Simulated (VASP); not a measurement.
# Ti (I4/mmm) in VASP: notebook

Ti is run at these levels: PBE; tasks: single point.

Program: VASP 6.6.1. These are calculated values, not measurements. Logs are shortened: lines on timing, memory, paths and dates and some standing lists are left out, and cuts for length are marked.

## 1. The cell of the first run

The structure is tetragonal, space group I4/mmm (No. 139). The conventional cell has a = 3.058 Å, b = 3.058 Å, c = 3.295 Å, α = 90.00°, β = 90.00°, γ = 90.00°. Within 3.6 Å of Ti (site symmetry 4/mmm) lie 14 Ti at 2.72 to 3.30 Å.

## 2. Single point, PBE (volume 15.407 Å^3 an atom, c/a of the conventional cell 1.0776)

The input, INCAR:

```
PREC = Accurate ; ENCUT = 520
EDIFF = 1E-6 ; ISMEAR = 0
SIGMA = 0.15 ; LREAL = False
LASPH = True ; NELM = 80
ALGO = Fast ; ISIF = 2
LWAVE = False ; LCHARG = True
GGA = PE ; LELF = True
LVHAR = True ; NBANDS = 12
```

The input, KPOINTS:

```
regular mesh
0
Gamma
  22 22 22
```

The input, POSCAR:

```
Ti
1.0
   -1.5289742435      1.5289742435      1.6476226448
    1.5289742435     -1.5289742435      1.6476226448
    1.5289742435      1.5289742435     -1.6476226448
Ti
1
Direct
    0.0000000000      0.0000000000      0.0000000000
```

Potentials or basis: VASP PAW PBE potentials, release 64 (Ti_sv).

Launch:

```console
> cat potpaw_PBE.64/Ti_sv/POTCAR > POTCAR
> mpirun -np 1 vasp_std > vasp.out
```

OUTCAR:

```text
PREC = Accurate
   ENCUT = 520
   EDIFF = 1E-6
   ISMEAR = 0
   LREAL = False
   LASPH = True
   NELM = 80
   ISIF = 2
   GGA = PE

 ion  position               nearest neighbor table
   1  0.000  0.000  0.000-

  LATTYP: Found a body centered tetragonal cell.
 ALAT       =     3.0579484870
 C/A-ratio  =     1.0776000000

  Lattice vectors:

 A1 = (  -1.5289742435,   1.5289742435,   1.6476226448)
 A2 = (   1.5289742435,  -1.5289742435,   1.6476226448)
 A3 = (   1.5289742435,   1.5289742435,  -1.6476226448)

Analysis of symmetry for initial positions (statically):
=====================================================================
 Subroutine PRICEL returns:
 Original cell was already a primitive cell.

 Routine SETGRP: Setting up the symmetry group for a
 body centered tetragonal supercell.

 Subroutine GETGRP returns: Found 16 space group operations
 (whereof 16 operations were pure point group operations)
 out of a pool of 16 trial point group operations.

The static configuration has the point symmetry D_4h.

Analysis of symmetry for dynamics (positions and initial velocities):
=====================================================================
 Subroutine PRICEL returns:
 Original cell was already a primitive cell.

 Routine SETGRP: Setting up the symmetry group for a
 body centered tetragonal supercell.

 Subroutine GETGRP returns: Found 16 space group operations
 (whereof 16 operations were pure point group operations)
 out of a pool of 16 trial point group operations.

The dynamic configuration has the point symmetry D_4h.

 Subroutine INISYM returns: Found 16 space group operations
 (whereof 16 operations are pure point group operations),
 and found     1 'primitive' translations

----------------------------------------------------------------------------------------

                                     Primitive cell

  volume of cell :      15.4070

  direct lattice vectors                    reciprocal lattice vectors
    -1.528974243  1.528974243  1.647622645     0.000000000  0.327016627  0.303467546
     1.528974243 -1.528974243  1.647622645     0.327016627  0.000000000  0.303467546
     1.528974243  1.528974243 -1.647622645     0.327016627  0.327016627  0.000000000

  length of vectors
     2.718489443  2.718489443  2.718489443     0.446130503  0.446130503  0.462471349

  position of ions in fractional coordinates (direct lattice)
     0.000000000  0.000000000  0.000000000

  ion indices of the primitive-cell ions
   primitive index   ion index
                 1           1

----------------------------------------------------------------------------------------

 KPOINTS: regular mesh

Automatic generation of k-mesh.
 Grid dimensions read from file:
 generate k-points for:   22   22   22

 Generating k-lattice:

  Cartesian coordinates                     Fractional coordinates (reciprocal lattice)
     0.000000000  0.014864392  0.013793979     0.045454545  0.000000000  0.000000000
     0.014864392  0.000000000  0.013793979     0.000000000  0.045454545  0.000000000
     0.014864392  0.014864392  0.000000000     0.000000000  0.000000000  0.045454545

  Length of vectors
     0.020278659  0.020278659  0.021021425

  Shift w.r.t. Gamma in fractional coordinates (k-lattice)
     0.000000000  0.000000000  0.000000000

 Subroutine IBZKPT returns following result:
 ===========================================

 Found    834 irreducible k-points:

 Following reciprocal coordinates:
            Coordinates               Weight
  0.000000  0.000000  0.000000      1.000000
  0.045455  0.000000  0.000000      8.000000
  0.090909  0.000000  0.000000      8.000000
  0.136364 -0.000000  0.000000      8.000000
  0.181818 -0.000000  0.000000      8.000000
  0.227273  0.000000 -0.000000      8.000000
[... 16 lines left out ...]
  0.500000  0.045455  0.000000     16.000000
 -0.454545  0.045455  0.000000     16.000000
 [... further k-points ...]
   k-points           NKPTS =    834   k-points in BZ     NKDIM =    834   number of bands    NBANDS=     12
   number of dos      NEDOS =    301   number of ions     NIONS =      1
   total plane-waves  NPLWV =   8000
   dimension x,y,z NGX =    20 NGY =   20 NGZ =   20
   dimension x,y,z NGXF=    40 NGYF=   40 NGZF=   40
   ions per type =               1
   NGX,Y,Z   is equivalent  to a cutoff of  12.23, 12.23, 12.23 a.u.
   NGXF,Y,Z  is equivalent  to a cutoff of  24.46, 24.46, 24.46 a.u.
 SYSTEM =  unknown system
   PREC   = accura    normal or accurate (medium, high low for compatibility)
   ISTART =      0    job   : 0-new  1-cont  2-samecut
   ICHARG =      2    charge: 1-file 2-atom 10-const
   ISPIN  =      1    spin polarized calculation?
   LNONCOLLINEAR =      F non collinear calculations
   LSORBIT =      F    spin-orbit coupling
   LASPH  =      T    aspherical Exc in radial PAW
   ENCUT  =  520.0 eV  38.22 Ry    6.18 a.u.   5.05  5.05  5.05*2*pi/ulx,y,z
   NELM   =     80;   NELMIN=  2; NELMDL= -5     # of ELM steps
   EDIFF  = 0.1E-05   stopping-criterion for ELM
   LREAL  =      F    real-space projection
   EDIFFG = 0.1E-04   stopping-criterion for IOM
   NSW    =      0    number of steps for IOM
   IBRION =     -1    ionic relax: 0-MD 1-quasi-New 2-CG
   NFREE  =      0    steps in history (QN), initial steepest desc. (CG)
   ISIF   =      2    stress and relaxation
   ISYM   =      2    0-nonsym 1-usesym 2-fastsym
   POTIM  = 0.5000    time-step for ionic-motion
   TEBEG  =    0.0;   TEEND  =   0.0 temperature during run
   PSTRESS=    0.0 pullay stress
   NELECT =      12.0000    total number of electrons
   NUPDOWN=      -1.0000    fix difference up-down
   EMIN   =  10.00;   EMAX   =-10.00  energy-range for DOS
   EFERMI =   0.00;   METHOD = LEGACY
   ISMEAR =     0;   SIGMA  =   0.15  broadening in eV -4-tet -1-fermi 0-gaus
   EFERMI_NEDOS =   21; number of points for ismear=-14 and -15
   IALGO  =     68    algorithm
   IMIX   =      4    mixing-type and parameters
     AMIX     =   0.40;   BMIX     =  1.00
     AMIX_MAG =   1.60;   BMIX_MAG =  1.00
  volume/ion in A,a.u.               =      15.41       103.97
  Fermi-wavevector in a.u.,A,eV,Ry     =   1.506246  2.846392 30.868582  2.268777
  Thomas-Fermi vector in A             =   2.616989
   LORBIT       =      0    0 simple, 1 ext, 2 COOP (PROOUT), +10 PAW based schemes
   GGA     = PE    functional components
   LHFCALC =     F    Hartree Fock is set to
   AEXX    =    0.0000 exact exchange contribution
   IVDW    =     0    specifies the selected vdW correction
   LEPSILON=     F    determine dielectric tensor
   LRPA    =     F    only Hartree local field effects (RPA)
 non-spin polarized calculation
 RMM-DIIS sequential band-by-band and
 Gauss-broadening in eV      SIGMA  =   0.15
  energy-cutoff  :      520.00
  volume of cell :       15.41
 maximum number of plane-waves:       430
   NGX = 11   NGY = 11   NGZ = 11

 number of electron      12.0000001 magnetization

 Free energy of the ion-electron system (eV)
  ---------------------------------------------------
  ext. energy  EPLUGINS =         0.00000000
  ---------------------------------------------------
  free energy    TOTEN  =        -7.66509138 eV

  energy without entropy =       -7.64253401  energy(sigma->0) =       -7.65381269

 E-fermi :   9.4136     XC(G=0): -12.0689

 val. band max:        9.4120454171   @ k =  -0.1818  -0.2727   0.1818
 cond. band min:       9.4148975949   @ k =  -0.3636   0.0455   0.0000
 fundamental gap:      0.0028521778
 Fermi energy:         9.4135807066

 k-point     1 :       0.0000    0.0000    0.0000
  band No.  band energies     occupation
      1     -46.9241      2.00000
      2     -22.6110      2.00000
      3     -22.6110      2.00000
      4     -22.6082      2.00000
      5       3.2034      2.00000
      6      10.3167      0.00000
      7      10.3167      0.00000
      8      10.9014      0.00000
      9      12.1211      0.00000
     10      12.8068      0.00000
     11      26.8129      0.00000
     12      28.1851      0.00000

 k-point     2 :       0.0455    0.0000    0.0000
  band No.  band energies     occupation
      1     -46.9199      2.00000
      2     -22.6309      2.00000
      3     -22.6167      2.00000
      4     -22.6094      2.00000
      5       3.2815      2.00000
      6      10.3092      0.00000
      7      10.3314      0.00000
      8      10.9092      0.00000
      9      12.0913      0.00000
     10      12.7878      0.00000
     11      26.8358      0.00000
     12      28.1098      0.00000

 k-point     3 :       0.0909    0.0000    0.0000
  band No.  band energies     occupation
      1     -46.9079      2.00000
      2     -22.6922      2.00000
      3     -22.6334      2.00000
      4     -22.6096      2.00000
      5       3.5116      2.00000
      6      10.2771      0.00000
      7      10.3339      0.00000
      8      10.9764      0.00000
      9      12.0143      0.00000
     10      12.7434      0.00000
     11      26.8483      0.00000
     12      27.8345      0.00000
[... 286 lines left out ...]
 k-point    23 :       0.5000    0.0455    0.0000
  band No.  band energies     occupation
      1     -46.7162      2.00000
      2     -23.5879      2.00000
      3     -22.8925      2.00000
      4     -22.6202      2.00000
      5       6.6977      2.00000
      6       9.1277      1.99297
      7      10.6262      0.00000
      8      12.1171      0.00000
      9      13.0640      0.00000
     10      14.3359      0.00000
     11      19.4243      0.00000
     12      23.9139      0.00000

 k-point    24 :      -0.4545    0.0455    0.0000
  band No.  band energies     occupation
      1     -46.7243      2.00000
      2     -23.5522      2.00000
      3     -22.8810      2.00000
      4     -22.6209      2.00000
      5       6.6624      2.00000
      6       9.1759      1.97496
      7      10.3648      0.00000
      8      12.1175      0.00000
      9      13.0356      0.00000
     10      14.1261      0.00000
     11      19.8993      0.00000
     12      24.0953      0.00000

 [... further k-points ...]

------------------------ aborting loop because EDIFF is reached ----------------------------------------

  FORCE on cell =-STRESS in cart. coord.  units (eV):
  Direction    XX          YY          ZZ          XY          YZ          ZX
  --------------------------------------------------------------------------------------
  -------------------------------------------------------------------------------------
  Total        1.3444632      1.3444632      1.4324767      0.0000000      0.0000000     -0.0000000
  in kB      139.8110253    139.8110253    148.9635677      0.0000000      0.0000000     -0.0000000
  external PRESSURE =     142.8618728 kB  Pullay stress =       0.0000000 kB

 VOLUME and BASIS-vectors are now :
 -----------------------------------------------------------------------------
  energy-cutoff  :      520.00
  volume of cell :       15.41
      direct lattice vectors                 reciprocal lattice vectors
    -1.528974243  1.528974243  1.647622645     0.000000000  0.327016627  0.303467546
     1.528974243 -1.528974243  1.647622645     0.327016627  0.000000000  0.303467546
     1.528974243  1.528974243 -1.647622645     0.327016627  0.327016627  0.000000000

 POSITION                                       TOTAL-FORCE (eV/Angst)
 -----------------------------------------------------------------------------------
      0.00000      0.00000      0.00000         0.000000     -0.000000      0.000000
 -----------------------------------------------------------------------------------
    total drift:                               -0.000000      0.000000      0.000000

  FREE ENERGIE OF THE ION-ELECTRON SYSTEM (eV)
  ---------------------------------------------------
  free  energy   TOTEN  =        -7.6650913809 eV

  energy  without entropy=       -7.6425340083  energy(sigma->0) =       -7.65381269
```

Run time: 89 s. Hardware: 1 thread of Intel Xeon 6975P-C (Granite Rapids), shared host; peak memory 0.25 GiB.

Results:

```
Free energy            : -7.6651 eV
Pressure               : 14.3 GPa
Band gap on the k mesh : zero (band 6 reaches 10.46 eV, above the bottom of band 7 at 8.74 eV)
```

## 3. Single point, PBE (volume 15.407 Å^3 an atom, c/a of the conventional cell 1.2513)

The input, INCAR:

```
PREC     = Accurate       # precision mode
ENCUT    = 520            # plane-wave cutoff, eV
EDIFF    = 1E-6           # SCF threshold, eV
ISMEAR   = 0              # smearing method
SIGMA    = 0.15           # smearing width, eV
LREAL    = F              # projectors in reciprocal space
LASPH    = T              # aspherical terms in the spheres
NELM     = 100            # most SCF steps
ALGO     = Fast           # electronic algorithm
ISIF     = 2              # what is computed and relaxed
LWAVE    = F              # write WAVECAR
LCHARG   = F              # write CHGCAR
GGA      = PE             # functional
NBANDS   = 12             # bands
```

KPOINTS is that of step 2.

The input, POSCAR:

```
Ti
1.0
   -1.4546735723      1.4546735723      1.8202330410
    1.4546735723     -1.4546735723      1.8202330410
    1.4546735723      1.4546735723     -1.8202330410
Ti
1
Direct
    0.0000000000      0.0000000000      0.0000000000
```

Potentials or basis: VASP PAW PBE potentials, release 64 (Ti_sv).

Launch:

```console
> cat potpaw_PBE.64/Ti_sv/POTCAR > POTCAR
> mpirun -np 1 vasp_std > vasp.out
```

Run time: 77 s. Hardware: 1 thread of Intel Xeon 6975P-C (Granite Rapids), shared host; peak memory 0.25 GiB.

Results (log left out):

* Free energy: -7.6859 eV
* Pressure: 15.3 GPa
* Band gap on the k mesh: zero (band 6 reaches 10.41 eV, above the bottom of band 7 at 8.83 eV)

Stress tensor (GPa, compression positive):
```
14.24  0.00  0.00
 0.00 14.24  0.00
 0.00  0.00 17.36
```

Levels at points of the mesh, in eV from the Fermi level:
```csv
k point,band 2,band 3,band 4,band 5,band 6,band 7,band 8,band 9,band 10,band 11
"(0.00, 0.00, 0.00)",-32.17,-32.17,-32.16,-6.32,0.73,0.73,1.71,2.22,3.34,16.22
"(0.50, 0.00, 0.00)",-33.16,-32.37,-32.22,-2.85,0.23,1.07,1.54,3.86,4.44,9.61
"(0.50, 0.50, 0.00)",-33.10,-32.53,-32.36,-2.98,-1.79,2.70,4.02,4.07,4.78,11.30
"(0.50, 0.50, 0.50)",-33.04,-32.64,-32.64,-2.95,-2.27,4.15,4.50,4.50,5.29,11.63
```

## 4. Single point, PBE (volume 16.327 Å^3 an atom, c/a of the conventional cell 1.5658)

The input, INCAR:

```
PREC = Accurate ; ENCUT = 520
EDIFF = 1E-7 ; ISMEAR = 0
SIGMA = 0.15 ; LREAL = False
LASPH = True ; NELM = 100
ALGO = Fast ; ISIF = 2
LWAVE = False ; LCHARG = False
GGA = PE ; NBANDS = 12
```

KPOINTS is that of step 3.

The input, POSCAR:

```
Ti
1.0
   -1.3762691371      1.3762691371      2.1549622148
    1.3762691371     -1.3762691371      2.1549622148
    1.3762691371      1.3762691371     -2.1549622148
Ti
1
Direct
    0.0000000000      0.0000000000      0.0000000000
```

Launch:

```console
> cat potpaw_PBE.64/Ti_sv/POTCAR > POTCAR
> mpirun -np 1 vasp_std > vasp.out
```

Wall time 1.9 min (1 thread of Intel Xeon 6975P-C (Granite Rapids), shared host); peak memory 0.27 GiB.

The run converged. Its results:

| Property | Result |
| --- | --- |
| Free energy | -7.7539 eV |
| Pressure | 7.0 GPa |
| Band gap on the k mesh | zero (band 6 reaches 9.53 eV, above the bottom of band 7 at 8.21 eV) |

Stress tensor (GPa, compression positive):
```
8.03 0.00 0.00
0.00 8.03 0.00
0.00 0.00 5.02
```

Levels at points of the mesh, in eV from the Fermi level:
```tsv
k point	band 3	band 4	band 5	band 6	band 7	band 8	band 9	band 10
(0.00, 0.00, 0.00)	-32.34	-32.34	-6.20	0.38	1.30	1.30	2.12	3.20
(0.50, 0.00, 0.00)	-32.51	-32.39	-2.69	0.38	0.86	1.29	3.71	4.04
(0.50, 0.50, 0.00)	-32.77	-32.60	-2.75	-1.85	3.78	3.80	3.86	4.54
(0.50, 0.50, 0.50)	-32.55	-32.55	-2.78	-1.71	1.95	3.94	4.14	4.14
```

## 5. Single point, PBE (volume 16.327 Å^3 an atom, c/a of the conventional cell 1.3484)

The input, INCAR:

```
SYSTEM = Ti
  PREC = Accurate
  ENCUT = 520
  EDIFF = 1E-6
  ISMEAR = 0
  SIGMA = 0.15
  LREAL = .FALSE.
  LASPH = .TRUE.
  NELM = 60
  ALGO = Fast
  ISIF = 2
  LWAVE = .FALSE.
  LCHARG = .FALSE.
  GGA = PE
  NBANDS = 12
```

The input, KPOINTS:

```
Automatic mesh
0
G
  22 22 22
  0 0 0
```

The input, POSCAR:

```
Ti
1.0
   -1.4465803203      1.4465803203      1.9505689039
    1.4465803203     -1.4465803203      1.9505689039
    1.4465803203      1.4465803203     -1.9505689039
Ti
1
Direct
    0.0000000000      0.0000000000      0.0000000000
```

Launch:

```console
> cat potpaw_PBE.64/Ti_sv/POTCAR > POTCAR
> mpirun -np 1 vasp_std > vasp.out
```

Run time: 96 s. Hardware: 1 thread of Intel Xeon 6975P-C (Granite Rapids), shared host; peak memory 0.27 GiB.

Results (log left out):

| Quantity | Value |
| --- | --- |
| Free energy | -7.7626 eV |
| Pressure | 4.4 GPa |
| Band gap on the k mesh | zero (band 6 reaches 9.75 eV, above the bottom of band 7 at 8.30 eV) |

Stress tensor (GPa, compression positive):
```
3.94 0.00 0.00
0.00 3.94 0.00
0.00 0.00 5.46
```

Levels at points of the mesh, in eV from the Fermi level:
```csv
k point,band 3,band 4,band 5,band 6,band 7,band 8,band 9,band 10
"(0.00, 0.00, 0.00)",-32.39,-32.38,-6.23,0.80,0.80,1.18,2.45,2.90
"(0.50, 0.00, 0.00)",-32.52,-32.46,-2.72,0.56,0.81,1.02,3.75,3.95
"(0.50, 0.50, 0.00)",-32.68,-32.61,-2.79,-1.82,2.84,3.84,4.00,4.28
"(0.50, 0.50, 0.50)",-32.71,-32.71,-2.77,-1.96,3.78,3.84,4.16,4.16
```

## 6. Summary

```csv
cell,further INCAR settings,gap on the mesh (eV),pressure (GPa)
"a = 2.718 Å, angles 111.6, 111.6, 105.4°, 1 atom",ALGO = Fast; EDIFF = 1e-06; NBANDS = 12,none,14.3
"a = 2.747 Å, angles 116.0, 116.0, 97.0°, 1 atom",ALGO = Fast; EDIFF = 1e-06; NBANDS = 12,none,15.3
"a = 2.904 Å, angles 123.4, 123.4, 84.2°, 1 atom",ALGO = Fast; EDIFF = 1e-07; NBANDS = 12,none,7.0
"a = 2.827 Å, angles 118.4, 118.4, 92.7°, 1 atom",ALGO = Fast; EDIFF = 1e-06; NBANDS = 12,none,4.4
```

Alike in all rows: task single point; level PBE; potentials or basis VASP PAW PBE potentials, release 64 (Ti_sv); no spin polarisation; k mesh 22 × 22 × 22; cutoff (eV) 520; smearing gaussian 0.15 eV.

Absolute energies hang on the potentials; compare differences alone.
